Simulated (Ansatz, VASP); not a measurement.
# PbSe: VASP beside Ansatz

The input INCAR:

```
PREC = Accurate
ENCUT = 520
EDIFF = 1E-7
ISMEAR = -1
SIGMA = 0.05
LREAL = F
LASPH = T
NELM = 100
ALGO = Normal
ISIF = 2
LWAVE = F
LCHARG = T
LELF = T
LVHAR = T
NBANDS = 28
```

Contents of KPOINTS:

```
Automatic mesh
0
Gamma
  6 6 3
```

The input POSCAR:

```
PbSe
1.0
    4.4148899595      0.0000000000      0.0000000000
   -0.0103110241      4.4148779187      0.0000000000
   -2.2022894676     -2.2074389594     12.0007990000
Pb Se
2 2
Direct
    0.8068400000      0.8073040000      0.6184430000
    0.1854540000      0.1998100000      0.3823760000
    0.2873320000      0.3231460000      0.6231940000
    0.6842660000      0.6998950000      0.3779650000
```

input.yaml

```yaml
crystal:
  lattice:
    - [4.4148899595, 0.0, 0.0]
    - [-0.0103110241, 4.4148779187, 0.0]
    - [-2.2022894676, -2.2074389594, 12.000799]
  atoms:
    - { symbol: Pb, position: [0.80684, 0.807304, 0.618443] }
    - { symbol: Pb, position: [0.185454, 0.19981, 0.382376] }
    - { symbol: Se, position: [0.287332, 0.323146, 0.623194] }
    - { symbol: Se, position: [0.684266, 0.699895, 0.377965] }
kpoints:
  mp_grid: { grid: [6, 6, 3] }
scf:
  occupations: { method: fermi_dirac, width: 0.05 }
hamiltonian:
  xc: lda
  pseudopotentials: { kind: all_electron, lapw: { basis_error: 0.002 } }
output:
  forces: true
  stress: true
  eigenvalues: true
```

Alike in both runs: task single point; functional LDA; k mesh 6 × 6 × 3; occupations fermi-dirac, width 0.05 eV; no spin polarisation.

|  | VASP | Ansatz |
| --- | --- | --- |
| version | VASP 6.6.1 | Ansatz 0.2.0 |
| potentials or method | VASP PAW LDA potentials, release 64 (Pb_d, Se), cutoff 520 eV | all-electron LAPW, scalar-relativistic |

```csv
,VASP,Ansatz,Ansatz less VASP
gap on the k mesh at the Fermi level (eV),1.46,1.46,+0.005
least direct gap on the mesh (eV),1.46,1.46,+0.005
rms of the force components (eV/Å),0.298,0.306,+0.0086
```

LDA's correlation is that of Perdew and Zunger in VASP and of Perdew and Wang (1992) in Ansatz. Atom by atom the forces differ by 0.009 eV/Å (rms over components). Ansatz ran all-electron here, and VASP with PAW potentials.

Spin-orbit coupling is off throughout.
